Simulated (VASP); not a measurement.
# BeS (F-43m) in VASP: further runs

Runs on BeS. Level: LDA. Tasks: single point, relaxation of cell and atoms.

All numbers are computed with VASP 6.6.1; they aren't measurements. Logs are shortened: lines on timing, memory, paths and dates and some standing lists are left out, and cuts for length are marked.

### 1 The cell of the first run

It takes space group F-43m (No. 216, cubic). Conventional cell: a = 4.840 Å, b = 4.840 Å, c = 4.840 Å, α = 90.00°, β = 90.00°, γ = 90.00°. Be (site symmetry -43m) has 4 S at 2.10 Å within 2.8 Å. S (site symmetry -43m) has 4 Be at 2.10 Å within 2.8 Å.

### 2 Single point, LDA

INCAR

```
SYSTEM = BeS
PREC = Accurate
ENCUT = 600
EDIFF = 1E-6
ISMEAR = 0
SIGMA = 0.1
LREAL = .False.
LASPH = .True.
NELM = 120
ALGO = Normal
ISIF = 2
LWAVE = .False.
LCHARG = .False.
GGA = CA
NBANDS = 11
GGA_COMPAT = .False.
```

KPOINTS

```
regular mesh
0
Gamma
  6 6 6
  0 0 0
```

POSCAR

```
BeS
1.0
    0.0000000000      2.4200000000      2.4200000000
    2.4200000000      0.0000000000      2.4200000000
    2.4200000000      2.4200000000      0.0000000000
Be S
1 1
Direct
    0.0000000000      0.0000000000      0.0000000000
    0.2500000000      0.2500000000      0.2500000000
```

Potentials or basis: VASP PAW LDA potentials, release 64 (Be, S).

Launch:

```
cat potpaw_LDA.64/Be/POTCAR potpaw_LDA.64/S/POTCAR > POTCAR
mpirun -np 1 vasp_std > vasp.out
```

OUTCAR:

```text
SYSTEM = BeS
   PREC = Accurate
   ENCUT = 600
   EDIFF = 1E-6
   ISMEAR = 0
   LREAL = .False.
   LASPH = .True.
   NELM = 120
   ISIF = 2
   GGA = CA

 ion  position               nearest neighbor table
   1  0.000  0.000  0.000-   2 2.10   2 2.10   2 2.10   2 2.10
   2  0.250  0.250  0.250-   1 2.10   1 2.10   1 2.10   1 2.10

  LATTYP: Found a face centered cubic cell.
 ALAT       =     4.8400000000

  Lattice vectors:

 A1 = (   0.0000000000,   2.4200000000,   2.4200000000)
 A2 = (   2.4200000000,   0.0000000000,   2.4200000000)
 A3 = (   2.4200000000,   2.4200000000,   0.0000000000)

Analysis of symmetry for initial positions (statically):
=====================================================================
 Subroutine PRICEL returns:
 Original cell was already a primitive cell.

 Routine SETGRP: Setting up the symmetry group for a
 face centered cubic supercell.

 Subroutine GETGRP returns: Found 24 space group operations
 (whereof 24 operations were pure point group operations)
 out of a pool of 48 trial point group operations.

The static configuration has the point symmetry T_d .

Analysis of symmetry for dynamics (positions and initial velocities):
=====================================================================
 Subroutine PRICEL returns:
 Original cell was already a primitive cell.

 Routine SETGRP: Setting up the symmetry group for a
 face centered cubic supercell.

 Subroutine GETGRP returns: Found 24 space group operations
 (whereof 24 operations were pure point group operations)
 out of a pool of 48 trial point group operations.

The dynamic configuration has the point symmetry T_d .

 Subroutine INISYM returns: Found 24 space group operations
 (whereof 24 operations are pure point group operations),
 and found     1 'primitive' translations

----------------------------------------------------------------------------------------

                                     Primitive cell

  volume of cell :      28.3450

  direct lattice vectors                    reciprocal lattice vectors
     0.000000000  2.420000000  2.420000000    -0.206611570  0.206611570  0.206611570
     2.420000000  0.000000000  2.420000000     0.206611570 -0.206611570  0.206611570
     2.420000000  2.420000000  0.000000000     0.206611570  0.206611570 -0.206611570

  length of vectors
     3.422396821  3.422396821  3.422396821     0.357861737  0.357861737  0.357861737

  position of ions in fractional coordinates (direct lattice)
     0.000000000  0.000000000  0.000000000
     0.250000000  0.250000000  0.250000000

  ion indices of the primitive-cell ions
   primitive index   ion index
                 1           1
                 2           2

----------------------------------------------------------------------------------------

 KPOINTS: regular mesh

Automatic generation of k-mesh.
 Grid dimensions read from file:
 generate k-points for:    6    6    6

 Generating k-lattice:

  Cartesian coordinates                     Fractional coordinates (reciprocal lattice)
    -0.034435262  0.034435262  0.034435262     0.166666667  0.000000000  0.000000000
     0.034435262 -0.034435262  0.034435262     0.000000000  0.166666667  0.000000000
     0.034435262  0.034435262 -0.034435262     0.000000000  0.000000000  0.166666667

  Length of vectors
     0.059643623  0.059643623  0.059643623

  Shift w.r.t. Gamma in fractional coordinates (k-lattice)
     0.000000000  0.000000000  0.000000000

 Subroutine IBZKPT returns following result:
 ===========================================

 Found     16 irreducible k-points:

 Following reciprocal coordinates:
            Coordinates               Weight
  0.000000  0.000000  0.000000      1.000000
  0.166667  0.000000  0.000000      8.000000
  0.333333  0.000000  0.000000      8.000000
  0.500000  0.000000  0.000000      4.000000
  0.166667  0.166667  0.000000      6.000000
  0.333333  0.166667  0.000000     24.000000
[... 8 lines left out ...]
 -0.333333  0.333333  0.166667     24.000000
 -0.333333  0.500000  0.166667     12.000000
   k-points           NKPTS =     16   k-points in BZ     NKDIM =     16   number of bands    NBANDS=     11
   number of dos      NEDOS =    301   number of ions     NIONS =      2
   total plane-waves  NPLWV =  21952
   dimension x,y,z NGX =    28 NGY =   28 NGZ =   28
   dimension x,y,z NGXF=    56 NGYF=   56 NGZF=   56
   ions per type =               1   1
   NGX,Y,Z   is equivalent  to a cutoff of  13.60, 13.60, 13.60 a.u.
   NGXF,Y,Z  is equivalent  to a cutoff of  27.20, 27.20, 27.20 a.u.
 SYSTEM =  BeS
   PREC   = accura    normal or accurate (medium, high low for compatibility)
   ISTART =      0    job   : 0-new  1-cont  2-samecut
   ICHARG =      2    charge: 1-file 2-atom 10-const
   ISPIN  =      1    spin polarized calculation?
   LNONCOLLINEAR =      F non collinear calculations
   LSORBIT =      F    spin-orbit coupling
   LASPH  =      T    aspherical Exc in radial PAW
   ENCUT  =  600.0 eV  44.10 Ry    6.64 a.u.   6.84  6.84  6.84*2*pi/ulx,y,z
   NELM   =    120;   NELMIN=  2; NELMDL= -5     # of ELM steps
   EDIFF  = 0.1E-05   stopping-criterion for ELM
   LREAL  =      F    real-space projection
   EDIFFG = 0.1E-04   stopping-criterion for IOM
   NSW    =      0    number of steps for IOM
   IBRION =     -1    ionic relax: 0-MD 1-quasi-New 2-CG
   NFREE  =      0    steps in history (QN), initial steepest desc. (CG)
   ISIF   =      2    stress and relaxation
   ISYM   =      2    0-nonsym 1-usesym 2-fastsym
   POTIM  = 0.5000    time-step for ionic-motion
   TEBEG  =    0.0;   TEEND  =   0.0 temperature during run
   PSTRESS=    0.0 pullay stress
   NELECT =       8.0000    total number of electrons
   NUPDOWN=      -1.0000    fix difference up-down
   EMIN   =  10.00;   EMAX   =-10.00  energy-range for DOS
   EFERMI =   0.00;   METHOD = LEGACY
   ISMEAR =     0;   SIGMA  =   0.10  broadening in eV -4-tet -1-fermi 0-gaus
   EFERMI_NEDOS =   21; number of points for ismear=-14 and -15
   IALGO  =     38    algorithm
   IMIX   =      4    mixing-type and parameters
     AMIX     =   0.40;   BMIX     =  1.00
     AMIX_MAG =   1.60;   BMIX_MAG =  1.00
  volume/ion in A,a.u.               =      14.17        95.64
  Fermi-wavevector in a.u.,A,eV,Ry     =   1.073856  2.029294 15.689791  1.153167
  Thomas-Fermi vector in A             =   2.209668
   LORBIT       =      0    0 simple, 1 ext, 2 COOP (PROOUT), +10 PAW based schemes
   GGA     = CA    functional components
   LHFCALC =     F    Hartree Fock is set to
   AEXX    =    0.0000 exact exchange contribution
   IVDW    =     0    specifies the selected vdW correction
   LEPSILON=     F    determine dielectric tensor
   LRPA    =     F    only Hartree local field effects (RPA)
 non-spin polarized calculation
 Gauss-broadening in eV      SIGMA  =   0.10
  energy-cutoff  :      600.00
  volume of cell :       28.34
 maximum number of plane-waves:       960
   NGX = 13   NGY = 13   NGZ = 13

 number of electron       7.9999999 magnetization

 Free energy of the ion-electron system (eV)
  ---------------------------------------------------
  ext. energy  EPLUGINS =         0.00000000
  ---------------------------------------------------
  free energy    TOTEN  =       -11.13359526 eV

  energy without entropy =      -11.13359526  energy(sigma->0) =      -11.13359526

 E-fermi :   4.5946     XC(G=0): -10.0133

 val. band max:        4.0951224248   @ k =   0.0000   0.0000   0.0000
 cond. band min:       6.9849032107   @ k =   0.5000   0.5000   0.0000
 fundamental gap:      2.8897807859
 Fermi energy:         4.5945760501

 k-point     1 :       0.0000    0.0000    0.0000
  band No.  band energies     occupation
      1      -9.6022      2.00000
      2       4.0951      2.00000
      3       4.0951      2.00000
      4       4.0951      2.00000
      5       9.6346      0.00000
      6       9.6346      0.00000
      7       9.6346      0.00000
      8       9.8224      0.00000
      9      16.9191      0.00000
     10      16.9191      0.00000
     11      18.7450      0.00000

 k-point     2 :       0.1667    0.0000    0.0000
  band No.  band energies     occupation
      1      -9.2866      2.00000
      2       2.1686      2.00000
      3       3.7600      2.00000
      4       3.7600      2.00000
      5       9.5414      0.00000
      6      10.2079      0.00000
      7      10.2079      0.00000
      8      11.8538      0.00000
      9      15.9354      0.00000
     10      15.9354      0.00000
     11      18.3642      0.00000

 k-point     3 :       0.3333    0.0000    0.0000
  band No.  band energies     occupation
      1      -8.4949      2.00000
      2      -0.5399      2.00000
      3       3.2474      2.00000
      4       3.2474      2.00000
      5       9.5026      0.00000
      6      10.6322      0.00000
      7      10.6322      0.00000
      8      14.3055      0.00000
      9      16.6647      0.00000
     10      16.6647      0.00000
     11      18.1173      0.00000

 k-point     4 :       0.5000    0.0000    0.0000
  band No.  band energies     occupation
      1      -7.9537      2.00000
      2      -1.7897      2.00000
      3       3.0401      2.00000
      4       3.0401      2.00000
      5       9.4764      0.00000
      6      10.5297      0.00000
      7      10.5297      0.00000
      8      15.0391      0.00000
      9      19.0111      0.00000
     10      19.0111      0.00000
     11      19.0454      0.00000
[... 127 lines left out ...]
 k-point    14 :       0.5000    0.3333    0.1667
  band No.  band energies     occupation
      1      -7.9095      2.00000
      2      -0.3528      2.00000
      3       1.0479      2.00000
      4       2.1374      2.00000
      5       9.6988      0.00000
      6      10.9556      0.00000
      7      11.8599      0.00000
      8      14.2855      0.00000
      9      16.6272      0.00000
     10      18.5663      0.00000
     11      20.6842      0.00000

 k-point    15 :      -0.3333    0.3333    0.1667
  band No.  band energies     occupation
      1      -7.5145      2.00000
      2      -0.8480      2.00000
      3       0.5976      2.00000
      4       1.6472      2.00000
      5      10.1129      0.00000
      6      10.9984      0.00000
      7      13.5164      0.00000
      8      14.2166      0.00000
      9      15.2058      0.00000
     10      19.5034      0.00000
     11      20.3190      0.00000

 k-point    16 :      -0.3333    0.5000    0.1667
  band No.  band energies     occupation
      1      -7.3568      2.00000
      2      -0.5512      2.00000
      3       0.6100      2.00000
      4       0.8154      2.00000
      5       9.0672      0.00000
      6      10.6463      0.00000
      7      13.9857      0.00000
      8      14.5149      0.00000
      9      18.4020      0.00000
     10      18.5008      0.00000
     11      21.0567      0.00000

------------------------ aborting loop because EDIFF is reached ----------------------------------------

  FORCE on cell =-STRESS in cart. coord.  units (eV):
  Direction    XX          YY          ZZ          XY          YZ          ZX
  --------------------------------------------------------------------------------------
  -------------------------------------------------------------------------------------
  Total       -0.4480913     -0.4480913     -0.4480913      0.0000000      0.0000000      0.0000000
  in kB      -25.3280063    -25.3280063    -25.3280063      0.0000000      0.0000000      0.0000000
  external PRESSURE =     -25.3280063 kB  Pullay stress =       0.0000000 kB

 VOLUME and BASIS-vectors are now :
 -----------------------------------------------------------------------------
  energy-cutoff  :      600.00
  volume of cell :       28.34
      direct lattice vectors                 reciprocal lattice vectors
     0.000000000  2.420000000  2.420000000    -0.206611570  0.206611570  0.206611570
     2.420000000  0.000000000  2.420000000     0.206611570 -0.206611570  0.206611570
     2.420000000  2.420000000  0.000000000     0.206611570  0.206611570 -0.206611570

 POSITION                                       TOTAL-FORCE (eV/Angst)
 -----------------------------------------------------------------------------------
      0.00000      0.00000      0.00000        -0.000000     -0.000000     -0.000000
      1.21000      1.21000      1.21000         0.000000      0.000000      0.000000
 -----------------------------------------------------------------------------------
    total drift:                                0.000000      0.000000      0.000000

  FREE ENERGIE OF THE ION-ELECTRON SYSTEM (eV)
  ---------------------------------------------------
  free  energy   TOTEN  =       -11.1335952643 eV

  energy  without entropy=      -11.1335952643  energy(sigma->0) =      -11.13359526
```

Wall time 3.5 s (1 thread of Intel Xeon 6975P-C (Granite Rapids), shared host); peak memory 0.12 GiB.

What came out:

- Free energy: -11.1336 eV
- Pressure: -2.5 GPa
- Band gap on the k mesh: 2.89 eV (least direct gap 5.54 eV)

A k mesh can miss the band edges.

### 3 Single point, LDA

This run uses another cell than the first one, of 13.79 Å³/atom.

INCAR

```
ALGO = Normal
EDIFF = 1E-6
ENCUT = 600
GGA = CA
GGA_COMPAT = False
ISIF = 2
ISMEAR = 0
LASPH = True
LCHARG = False
LREAL = False
LWAVE = False
NBANDS = 11
NELM = 120
PREC = Accurate
SIGMA = 0.02
```

KPOINTS

```
k-points
0
Gamma
  8 8 8
```

POSCAR

```
BeS
1.0
    0.0000000000      2.3980339857      2.3980339857
    2.3980339857      0.0000000000      2.3980339857
    2.3980339857      2.3980339857      0.0000000000
Be S
1 1
Direct
    0.0000000000      0.0000000000      0.0000000000
    0.2500000000      0.2500000000      0.2500000000
```

Potentials or basis: VASP PAW LDA potentials, release 64 (Be, S).

Launch:

```
cat potpaw_LDA.64/Be/POTCAR potpaw_LDA.64/S/POTCAR > POTCAR
mpirun -np 1 vasp_std > vasp.out
```

OUTCAR:

```text
EDIFF = 1E-6
   ENCUT = 600
   GGA = CA
   ISIF = 2
   ISMEAR = 0
   LASPH = True
   LREAL = False
   NELM = 120
   PREC = Accurate

 ion  position               nearest neighbor table
   1  0.000  0.000  0.000-   2 2.08   2 2.08   2 2.08   2 2.08
   2  0.250  0.250  0.250-   1 2.08   1 2.08   1 2.08   1 2.08

  LATTYP: Found a face centered cubic cell.
 ALAT       =     4.7960679714

  Lattice vectors:

 A1 = (   0.0000000000,   2.3980339857,   2.3980339857)
[... 522 lines left out ...]
------------------------ aborting loop because EDIFF is reached ----------------------------------------

  FORCE on cell =-STRESS in cart. coord.  units (eV):
  Direction    XX          YY          ZZ          XY          YZ          ZX
  --------------------------------------------------------------------------------------
  -------------------------------------------------------------------------------------
  Total        0.0143842      0.0143842      0.0143842      0.0000000      0.0000000      0.0000000
  in kB        0.8356056      0.8356056      0.8356056      0.0000000      0.0000000      0.0000000
  external PRESSURE =       0.8356056 kB  Pullay stress =       0.0000000 kB

 VOLUME and BASIS-vectors are now :
 -----------------------------------------------------------------------------
  energy-cutoff  :      600.00
  volume of cell :       27.58
      direct lattice vectors                 reciprocal lattice vectors
     0.000000000  2.398033986  2.398033986    -0.208504134  0.208504134  0.208504134
     2.398033986  0.000000000  2.398033986     0.208504134 -0.208504134  0.208504134
     2.398033986  2.398033986  0.000000000     0.208504134  0.208504134 -0.208504134

 POSITION                                       TOTAL-FORCE (eV/Angst)
 -----------------------------------------------------------------------------------
      0.00000      0.00000      0.00000        -0.000000     -0.000000     -0.000000
      1.19902      1.19902      1.19902         0.000000      0.000000      0.000000
 -----------------------------------------------------------------------------------
    total drift:                                0.000000      0.000000      0.000000

  FREE ENERGIE OF THE ION-ELECTRON SYSTEM (eV)
  ---------------------------------------------------
  free  energy   TOTEN  =       -11.1426059813 eV

  energy  without entropy=      -11.1426059813  energy(sigma->0) =      -11.14260598
```

Wall time 5.8 s (1 thread of Intel Xeon 6975P-C (Granite Rapids), shared host); peak memory 0.13 GiB.

What came out:

* Free energy: -11.1426 eV
* Pressure: 0.1 GPa
* Band gap on the k mesh: 2.83 eV (least direct gap 5.53 eV)

Levels at points of the mesh, in eV from the valence-band top:
| k point | band 1 | band 2 | band 3 | band 4 | band 5 | band 6 | band 7 | band 8 | band 9 |
| --- | --- | --- | --- | --- | --- | --- | --- | --- | --- |
| (0.00, 0.00, 0.00) | -13.88 | 0.00 | 0.00 | 0.00 | 5.53 | 5.53 | 5.53 | 5.96 | 12.88 |
| (0.50, 0.00, 0.00) | -12.16 | -6.06 | -1.09 | -1.09 | 5.48 | 6.43 | 6.43 | 11.07 | 15.05 |
| (0.50, 0.50, 0.00) | -11.58 | -5.21 | -2.79 | -2.79 | 2.83 | 4.77 | 12.88 | 12.88 | 15.75 |

### 4 Relaxation of cell and atoms, LDA

INCAR

```
PREC = Accurate
ENCUT = 600
EDIFF = 1E-7
ISMEAR = 0
SIGMA = 0.02
LREAL = F
LASPH = T
NELM = 120
ALGO = Normal
ISIF = 3
LWAVE = F
LCHARG = F
GGA = CA
IBRION = 2
NSW = 100
EDIFFG = -0.002
GGA_COMPAT = F
NELMIN = 4
```

KPOINTS

```
Automatic mesh
0
Gamma
  8 8 8
```

POSCAR

```
BeS
1.0
    0.0000000000      2.4200000000      2.4200000000
    2.4200000000      0.0000000000      2.4200000000
    2.4200000000      2.4200000000      0.0000000000
Be S
1 1
Direct
    0.0000000000      0.0000000000      0.0000000000
    0.2500000000      0.2500000000      0.2500000000
```

Launch:

```
cat potpaw_LDA.64/Be/POTCAR potpaw_LDA.64/S/POTCAR > POTCAR
mpirun -np 1 vasp_std > vasp.out
```

Run time: 8.8 s. Hardware: 1 thread of Intel Xeon 6975P-C (Granite Rapids), shared host; peak memory 0.13 GiB.

The run converged. Its results:

```
Free energy                           : -11.1427 eV
Relaxed volume                        : 13.80 Å³/atom
Relaxed cell                          : a = 3.392 Å, b = 3.392 Å, c = 3.392 Å, α = 60.00°, β = 60.00°, γ = 60.00°
Space group after relaxing (to 0.1 Å) : F-43m (No. 216)
Energy gained by relaxing             : 3.0 meV/atom
Ionic steps                           : 3
Pressure after relaxing               : 0.0 GPa
Band gap on the k mesh                : 2.83 eV (least direct gap 5.53 eV)
```

The path:
| step | energy change (eV) | largest force (eV/Å) | pressure (GPa) | volume (Å³) |
| --- | --- | --- | --- | --- |
| 1 | 0.0000 | 0.0000 | -2.58 | 28.34 |
| 2 | -0.0057 | 0.0000 | 0.68 | 27.42 |
| 3 | -0.0061 | 0.0000 | 0.00 | 27.60 |

Final structure:
```
Be S
1.0
     0.00000    2.39866    2.39866
     2.39866    0.00000    2.39866
     2.39866    2.39866    0.00000
Be S
1 1
Direct
  0.00000 0.00000 0.00000
  0.25000 0.25000 0.25000
```

Levels at points of the mesh, in eV from the valence-band top:
```
           k point  band 1  band 2  band 3  band 4  band 5  band 6  band 7  band 8
(0.00, 0.00, 0.00)  -13.88    0.00    0.00    0.00    5.53    5.53    5.53    5.96
(0.50, 0.00, 0.00)  -12.16   -6.06   -1.09   -1.09    5.48    6.43    6.43   11.07
(0.50, 0.50, 0.00)  -11.58   -5.21   -2.79   -2.79    2.83    4.77   12.88   12.88
```

A k mesh can miss the band edges.

### 5 The runs side by side

```csv
task,cell,k mesh,smearing,gap on the mesh (eV),pressure (GPa)
single point,"a = 3.422 Å, angles 60.0°, 2 atoms",6 × 6 × 6,gaussian 0.1 eV,2.89,-2.5
single point,"a = 3.391 Å, angles 60.0°, 2 atoms",8 × 8 × 8,gaussian 0.02 eV,2.83,0.1
relaxation of cell and atoms,"relaxed from a = 3.422 Å, angles 60.0°, 2 atoms",8 × 8 × 8,gaussian 0.02 eV,2.83,0.0
```

Alike in all rows: level LDA; potentials or basis VASP PAW LDA potentials, release 64 (Be, S); no spin polarisation; cutoff (eV) 600.

Absolute energies hang on the potentials; compare differences alone.
